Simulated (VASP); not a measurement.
# MoS2 (P6_3/mmc) in VASP: a series of runs

MoS2 is run at these levels: revPBE+D4; tasks: single point.

Everything below comes from runs of VASP 6.6.1. Logs are shortened: lines on timing, memory, paths and dates and some standing lists are left out, and cuts for length are marked.

### Step 1. The cell of the first run

Symmetry: P6_3/mmc, No. 194, hexagonal system. The conventional cell has a = 3.112 Å, b = 3.112 Å, c = 11.533 Å, α = 90.00°, β = 90.00°, γ = 120.00°. Within 3.2 Å of Mo (site symmetry -6m2) lie 6 S at 2.39 Å and 6 Mo at 3.11 Å. Within 3.2 Å of S (site symmetry 3m) lie 3 Mo at 2.39 Å and 10 S at 3.11 to 3.18 Å.

### Step 2. Single point, revPBE+D4, collinear spin (16.12 Å³/atom)

INCAR reads:

```
PREC     = Accurate       # precision mode
ENCUT    = 500            # plane-wave cutoff, eV
EDIFF    = 1E-6           # SCF threshold, eV
ISMEAR   = 0              # smearing method
SIGMA    = 0.05           # smearing width, eV
LREAL    = False          # projectors in reciprocal space
LASPH    = True           # aspherical terms in the spheres
NELM     = 200            # most SCF steps
ALGO     = Normal         # electronic algorithm
ISIF     = 2              # what is computed and relaxed
LWAVE    = False          # write WAVECAR
LCHARG   = False          # write CHGCAR
ISPIN    = 2              # spin polarisation
MAGMOM   = 0.05 0.05 0 0 0 0 # initial moments
LORBIT   = 11             # projections on sites
LMAXMIX  = 4              # l up to which the mixer works
GGA      = RE             # functional
IVDW     = 13             # dispersion correction
NBANDS   = 39             # bands
GGA_COMPAT= False
```

KPOINTS reads:

```
Automatic mesh
0
Gamma
  8 8 2
```

POSCAR reads:

```
MoS2
1.0
    3.1121579575      0.0000000000      0.0000000000
   -1.5560789787      2.6952078517      0.0000000000
    0.0000000000      0.0000000000     11.5329942066
Mo S
2 4
Direct
    0.3333333333      0.6666666667      0.2500000000
    0.6666666667      0.3333333333      0.7500000000
    0.3333333333      0.6666666667      0.6140075783
    0.6666666667      0.3333333333      0.1140075783
    0.3333333333      0.6666666667      0.8859924217
    0.6666666667      0.3333333333      0.3859924217
```

Potentials or basis: VASP PAW PBE potentials, release 64 (Mo_sv, S).

The run is started by

```
> cat potpaw_PBE.64/Mo_sv/POTCAR potpaw_PBE.64/S/POTCAR > POTCAR
> mpirun -np 1 vasp_std > vasp.out
```

OUTCAR:

```text
PREC = Accurate
   ENCUT = 500
   EDIFF = 1E-6
   ISMEAR = 0
   LREAL = False
   LASPH = True
   NELM = 200
   ISIF = 2
   ISPIN = 2
   LORBIT = 11
   GGA = RE
   IVDW = 13

 ion  position               nearest neighbor table
   1  0.333  0.667  0.250-   4 2.39   6 2.39   4 2.39   6 2.39   4 2.39   6 2.39
   2  0.667  0.333  0.750-   3 2.39   5 2.39   3 2.39   5 2.39   3 2.39   5 2.39
   3  0.333  0.667  0.614-   2 2.39   2 2.39   2 2.39
   4  0.667  0.333  0.114-   1 2.39   1 2.39   1 2.39
   5  0.333  0.667  0.886-   2 2.39   2 2.39   2 2.39
   6  0.667  0.333  0.386-   1 2.39   1 2.39   1 2.39

  LATTYP: Found a hexagonal cell.
 ALAT       =     3.1121579575
 C/A-ratio  =     3.7057869055

  Lattice vectors:

 A1 = (   3.1121579575,   0.0000000000,   0.0000000000)
 A2 = (  -1.5560789787,   2.6952078517,   0.0000000000)
 A3 = (   0.0000000000,   0.0000000000,  11.5329942066)

Analysis of symmetry for initial positions (statically):
=====================================================================
 Subroutine PRICEL returns:
 Original cell was already a primitive cell.

 Routine SETGRP: Setting up the symmetry group for a
 hexagonal supercell.

 Subroutine GETGRP returns: Found 24 space group operations
 (whereof 12 operations were pure point group operations)
 out of a pool of 24 trial point group operations.

The static configuration has the point symmetry D_3d.
 The point group associated with its full space group is D_6h.

Analysis of symmetry for dynamics (positions and initial velocities):
=====================================================================
 Subroutine PRICEL returns:
 Original cell was already a primitive cell.

 Routine SETGRP: Setting up the symmetry group for a
 hexagonal supercell.

 Subroutine GETGRP returns: Found 24 space group operations
 (whereof 12 operations were pure point group operations)
 out of a pool of 24 trial point group operations.

The dynamic configuration has the point symmetry D_3d.
 The point group associated with its full space group is D_6h.

Analysis of structural, dynamic, and magnetic symmetry:
=====================================================================
 Subroutine PRICEL returns:
 Original cell was already a primitive cell.

 Routine SETGRP: Setting up the symmetry group for a
 hexagonal supercell.

 Subroutine GETGRP returns: Found 24 space group operations
 (whereof 12 operations were pure point group operations)
 out of a pool of 24 trial point group operations.

The overall configuration has the point symmetry D_3d.
 The point group associated with its full space group is D_6h.

 Subroutine INISYM returns: Found 24 space group operations
 (whereof 12 operations are pure point group operations),
 and found     1 'primitive' translations

----------------------------------------------------------------------------------------

                                     Primitive cell

  volume of cell :      96.7377

  direct lattice vectors                    reciprocal lattice vectors
     3.112157958  0.000000000  0.000000000     0.321320451  0.185514449  0.000000000
    -1.556078979  2.695207852  0.000000000     0.000000000  0.371028898  0.000000000
     0.000000000  0.000000000 11.532994207     0.000000000  0.000000000  0.086707752

  length of vectors
     3.112157958  3.112157957 11.532994207     0.371028898  0.371028898  0.086707752

  position of ions in fractional coordinates (direct lattice)
     0.333333333  0.666666667  0.250000000
     0.666666667  0.333333333  0.750000000
     0.333333333  0.666666667  0.614007578
     0.666666667  0.333333333  0.114007578
     0.333333333  0.666666667  0.885992422
     0.666666667  0.333333333  0.385992422

  ion indices of the primitive-cell ions
   primitive index   ion index
                 1           1
                 2           2
                 3           3
                 4           4
                 5           5
                 6           6
[... 20 lines left out ...]
     0.000000000  0.000000000  0.000000000

 Subroutine IBZKPT returns following result:
 ===========================================

 Found     20 irreducible k-points:

 Following reciprocal coordinates:
            Coordinates               Weight
  0.000000  0.000000  0.000000      1.000000
  0.125000 -0.000000  0.000000      6.000000
  0.250000 -0.000000  0.000000      6.000000
  0.375000 -0.000000  0.000000      6.000000
  0.500000 -0.000000  0.000000      3.000000
  0.125000  0.125000  0.000000      6.000000
[... 12 lines left out ...]
  0.250000  0.250000  0.500000      6.000000
  0.375000  0.250000  0.500000      6.000000
   k-points           NKPTS =     20   k-points in BZ     NKDIM =     20   number of bands    NBANDS=     39
   number of dos      NEDOS =    301   number of ions     NIONS =      6
   total plane-waves  NPLWV =  48384
   dimension x,y,z NGX =    24 NGY =   24 NGZ =   84
   dimension x,y,z NGXF=    48 NGYF=   48 NGZF=  168
   ions per type =               2   4
   NGX,Y,Z   is equivalent  to a cutoff of  12.82, 12.82, 12.11 a.u.
   NGXF,Y,Z  is equivalent  to a cutoff of  25.64, 25.64, 24.22 a.u.
 SYSTEM =  unknown system
   PREC   = accura    normal or accurate (medium, high low for compatibility)
   ISTART =      0    job   : 0-new  1-cont  2-samecut
   ICHARG =      2    charge: 1-file 2-atom 10-const
   ISPIN  =      2    spin polarized calculation?
   LNONCOLLINEAR =      F non collinear calculations
   LSORBIT =      F    spin-orbit coupling
   LASPH  =      T    aspherical Exc in radial PAW
   ENCUT  =  500.0 eV  36.75 Ry    6.06 a.u.   5.67  5.67 21.03*2*pi/ulx,y,z
   NELM   =    200;   NELMIN=  2; NELMDL= -5     # of ELM steps
   EDIFF  = 0.1E-05   stopping-criterion for ELM
   LREAL  =      F    real-space projection
[... 7 lines left out ...]
   TEBEG  =    0.0;   TEEND  =   0.0 temperature during run
   PSTRESS=    0.0 pullay stress
   NELECT =      52.0000    total number of electrons
   NUPDOWN=      -1.0000    fix difference up-down
   EMIN   =  10.00;   EMAX   =-10.00  energy-range for DOS
   EFERMI =   0.00;   METHOD = LEGACY
   ISMEAR =     0;   SIGMA  =   0.05  broadening in eV -4-tet -1-fermi 0-gaus
   EFERMI_NEDOS =   21; number of points for ismear=-14 and -15
   IALGO  =     38    algorithm
   IMIX   =      4    mixing-type and parameters
     AMIX     =   0.40;   BMIX     =  1.00
     AMIX_MAG =   1.60;   BMIX_MAG =  1.00
  volume/ion in A,a.u.               =      16.12       108.80
  Fermi-wavevector in a.u.,A,eV,Ry     =   1.331100  2.515414 24.107166  1.771827
  Thomas-Fermi vector in A             =   2.460137
   LORBIT       =     11    0 simple, 1 ext, 2 COOP (PROOUT), +10 PAW based schemes
   GGA     = RE    functional components
   LHFCALC =     F    Hartree Fock is set to
   AEXX    =    0.0000 exact exchange contribution
   IVDW    =    13    specifies the selected vdW correction
   LEPSILON=     F    determine dielectric tensor
   LRPA    =     F    only Hartree local field effects (RPA)
 spin polarized calculation
 Gauss-broadening in eV      SIGMA  =   0.05
  energy-cutoff  :      500.00
  volume of cell :       96.74
 maximum number of plane-waves:      2490
 NGX is ok and might be reduce to    24
   NGX = 11   NGY = 11   NGZ = 43

 number of electron      51.9999991 magnetization       0.0000072

 number of electron      51.9999991 magnetization      -0.0000088

 Free energy of the ion-electron system (eV)
  ---------------------------------------------------
  ext. energy  EPLUGINS =         0.00000000
  ---------------------------------------------------
  free energy    TOTEN  =       -40.91018461 eV

  energy without entropy =      -40.91018461  energy(sigma->0) =      -40.91018461

 E-fermi :   9.4136     XC(G=0): -11.3846

 val. band max:        9.1550776924   @ k =   0.0000   0.0000   0.0000
 cond. band min:       9.7917258923   @ k =   0.2500   0.1250   0.0000
 fundamental gap:      0.6366482000
 Fermi energy:         9.4135904035

 spin component 1

 k-point     1 :       0.0000    0.0000    0.0000
  band No.  band energies     occupation
      1     -52.5299      1.00000
      2     -52.5299      1.00000
      3     -26.7188      1.00000
      4     -26.7184      1.00000
      5     -26.4370      1.00000
      6     -26.4370      1.00000
[... 809 lines left out ...]
     37      16.9371      0.00000
     38      16.9371      0.00000
 Fermi energy:         9.4135904035

 spin component 2

 k-point     1 :       0.0000    0.0000    0.0000
  band No.  band energies     occupation
      1     -52.5299      1.00000
      2     -52.5299      1.00000
      3     -26.7188      1.00000
      4     -26.7184      1.00000
      5     -26.4370      1.00000
      6     -26.4370      1.00000
[... 809 lines left out ...]
     37      16.9371      0.00000
     38      16.9371      0.00000
 [bands above 38 left out]

------------------------ aborting loop because EDIFF is reached ----------------------------------------

  DFT-D4 for vdW energy calculation

  Edisp (eV):   -5.19430

  FORCE on cell =-STRESS in cart. coord.  units (eV):
  Direction    XX          YY          ZZ          XY          YZ          ZX
  --------------------------------------------------------------------------------------
  -------------------------------------------------------------------------------------
  Total       1.72779     1.72779     1.68904     0.00000     0.00000     0.00000
  in kB      28.61580    28.61580    27.97395     0.00000     0.00000     0.00000
  external pressure =       28.40 kB  Pullay stress =        0.00 kB

 VOLUME and BASIS-vectors are now :
 -----------------------------------------------------------------------------
  energy-cutoff  :      500.00
  volume of cell :       96.74
      direct lattice vectors                 reciprocal lattice vectors
     3.112157958  0.000000000  0.000000000     0.321320451  0.185514449  0.000000000
    -1.556078979  2.695207852  0.000000000     0.000000000  0.371028898  0.000000000
     0.000000000  0.000000000 11.532994207     0.000000000  0.000000000  0.086707752

 POSITION                                       TOTAL-FORCE (eV/Angst)
 -----------------------------------------------------------------------------------
     -0.00000      1.79681      2.88325         0.000000      0.000000      0.000000
      1.55608      0.89840      8.64975        -0.000000     -0.000000      0.000000
     -0.00000      1.79681      7.08135        -0.000000      0.000000      0.034251
      1.55608      0.89840      1.31485         0.000000     -0.000000      0.034251
     -0.00000      1.79681     10.21815        -0.000000      0.000000     -0.034251
      1.55608      0.89840      4.45165         0.000000     -0.000000     -0.034251
 -----------------------------------------------------------------------------------
    total drift:                               -0.000000      0.000000     -0.000000

  FREE ENERGIE OF THE ION-ELECTRON SYSTEM (eV)
  ---------------------------------------------------
  free  energy   TOTEN  =       -46.1044882835 eV

  energy  without entropy=      -46.1044882835  energy(sigma->0) =      -46.10448828

 total charge

# of ion       s       p       d       tot
------------------------------------------
    1        2.299   6.236   4.003  12.538
    2        2.299   6.236   4.003  12.538
    3        1.371   2.358   0.000   3.729
    4        1.371   2.358   0.000   3.729
    5        1.371   2.358   0.000   3.729
    6        1.371   2.358   0.000   3.729
--------------------------------------------------
tot         10.082  21.905   8.007  39.994

 magnetization (x)

# of ion       s       p       d       tot
------------------------------------------
    1       -0.000   0.000   0.000   0.000
    2       -0.000   0.000   0.000   0.000
    3        0.000   0.000   0.000   0.000
    4        0.000   0.000   0.000   0.000
    5        0.000   0.000   0.000   0.000
    6        0.000   0.000   0.000   0.000
--------------------------------------------------
tot          0.000   0.000   0.000   0.000
```

Wall time 2.1 min (1 thread of Oxide Virtual Turin-like, shared host); peak memory 0.26 GiB.

Results:

* Free energy: -46.1045 eV
* Pressure: 2.8 GPa
* Largest force: 0.034 eV/Å
* Band gap on the k mesh: 0.64 eV (least direct gap 1.96 eV)
* Net moment: 0.00 μB per cell
* Valence electrons inside the program's atomic spheres: Mo 12.54; S 3.73
* Dispersion energy per atom: -0.866 eV

Forces in eV/Å, atoms in the order of the input:
```
Mo   0.000  0.000  0.000
Mo   0.000  0.000  0.000
S    0.000  0.000  0.034
S    0.000  0.000  0.034
S    0.000  0.000 -0.034
S    0.000  0.000 -0.034
```

Levels at points of the mesh, in eV from the valence-band top:
Spin up:
```csv
k point,band 23,band 24,band 25,band 26,band 27,band 28,band 29,band 30
"(0.00, 0.00, 0.00)",-2.27,-1.60,-0.85,0.00,1.96,1.96,2.01,2.01
"(0.50, 0.00, 0.00)",-2.04,-1.77,-1.57,-1.52,1.56,1.65,1.87,2.33
"(0.00, 0.00, 0.50)",-2.33,-2.33,-0.23,-0.23,1.95,1.95,1.95,1.95
"(0.50, 0.00, 0.50)",-1.81,-1.81,-1.62,-1.62,1.59,1.59,2.13,2.13
```
Spin down:
```csv
k point,band 24,band 25,band 26,band 27,band 28,band 29
"(0.00, 0.00, 0.00)",-1.60,-0.85,0.00,1.96,1.96,2.01
"(0.50, 0.00, 0.00)",-1.77,-1.57,-1.52,1.56,1.65,1.87
"(0.00, 0.00, 0.50)",-2.33,-0.23,-0.23,1.95,1.95,1.95
"(0.50, 0.00, 0.50)",-1.81,-1.62,-1.62,1.59,1.59,2.13
```

Caveat: the PAW data sets were made with another functional, which shifts forces and pressure a little.

### Step 3. Single point, revPBE+D4, collinear spin (16.46 Å³/atom)

This run uses another cell than the first one, of 16.46 Å³/atom.

INCAR reads:

```
PREC = Accurate
ENCUT = 500
EDIFF = 1E-6
ISMEAR = 0
SIGMA = 0.05
LREAL = False
LASPH = True
NELM = 200
ALGO = Normal
ISIF = 2
LWAVE = False
LCHARG = True
ISPIN = 2
MAGMOM = 0.05 0.05 0 0 0 0
LORBIT = 11
LMAXMIX = 4
GGA = RE
IVDW = 13
LELF = True
LVHAR = True
NBANDS = 39
GGA_COMPAT = False
```

KPOINTS is that of step 2.

POSCAR reads:

```
MoS2
1.0
    3.1258797579      0.0000000000      0.0000000000
   -1.5629398789      2.7070912795      0.0000000000
    0.0000000000      0.0000000000     11.6701286363
Mo S
2 4
Direct
    0.3333333333      0.6666666667      0.2500000000
    0.6666666667      0.3333333333      0.7500000000
    0.3333333333      0.6666666667      0.6156742518
    0.6666666667      0.3333333333      0.1156742518
    0.3333333333      0.6666666667      0.8843257482
    0.6666666667      0.3333333333      0.3843257482
```

Potentials or basis: VASP PAW PBE potentials, release 64 (Mo_sv, S).

The run is started by

```
> cat potpaw_PBE.64/Mo_sv/POTCAR potpaw_PBE.64/S/POTCAR > POTCAR
> mpirun -np 1 vasp_std > vasp.out
```

Run time: 3 min. Hardware: 1 thread of Oxide Virtual Turin-like, shared host; peak memory 0.27 GiB.

The run converged. Its results:

- Free energy: -46.1317 eV
- Pressure: 1.1 GPa
- Largest force: 0.035 eV/Å
- Band gap on the k mesh: 0.72 eV (least direct gap 1.99 eV)
- Net moment: 0.00 μB per cell
- Valence electrons inside the program's atomic spheres: Mo 12.52; S 3.73
- Dispersion energy per atom: -0.848 eV

Forces on the atoms (eV/Å):
```
Mo   0.000  0.000  0.000
Mo   0.000  0.000  0.000
S    0.000  0.000  0.035
S    0.000  0.000  0.035
S    0.000  0.000 -0.035
S    0.000  0.000 -0.035
```

Stress tensor (GPa, compression positive):
```
1.16 0.00 0.00
0.00 1.16 0.00
0.00 0.00 1.08
```

Levels at points of the mesh, in eV from the valence-band top:
Spin up:
```
           k point  band 24  band 25  band 26  band 27  band 28  band 29
(0.00, 0.00, 0.00)    -1.49    -0.92     0.00     1.99     1.99     2.05
(0.50, 0.00, 0.00)    -1.69    -1.57    -1.46     1.56     1.64     1.90
(0.00, 0.00, 0.50)    -2.29    -0.24    -0.24     1.98     1.98     1.98
(0.50, 0.00, 0.50)    -1.77    -1.56    -1.56     1.59     1.59     2.13
```
Spin down:
```tsv
k point	band 22	band 23	band 24	band 25	band 26	band 27	band 28	band 29	band 30	band 31
(0.00, 0.00, 0.00)	-2.24	-2.24	-1.49	-0.92	0.00	1.99	1.99	2.05	2.05	2.06
(0.50, 0.00, 0.00)	-2.67	-1.97	-1.69	-1.57	-1.46	1.56	1.64	1.90	2.31	2.72
(0.00, 0.00, 0.50)	-2.29	-2.29	-2.29	-0.24	-0.24	1.98	1.98	1.98	1.98	2.27
(0.50, 0.00, 0.50)	-2.95	-1.77	-1.77	-1.56	-1.56	1.59	1.59	2.13	2.13	3.18
```

Caveat: the PAW data sets were made with another functional, which shifts forces and pressure a little. A k mesh can miss the band edges.
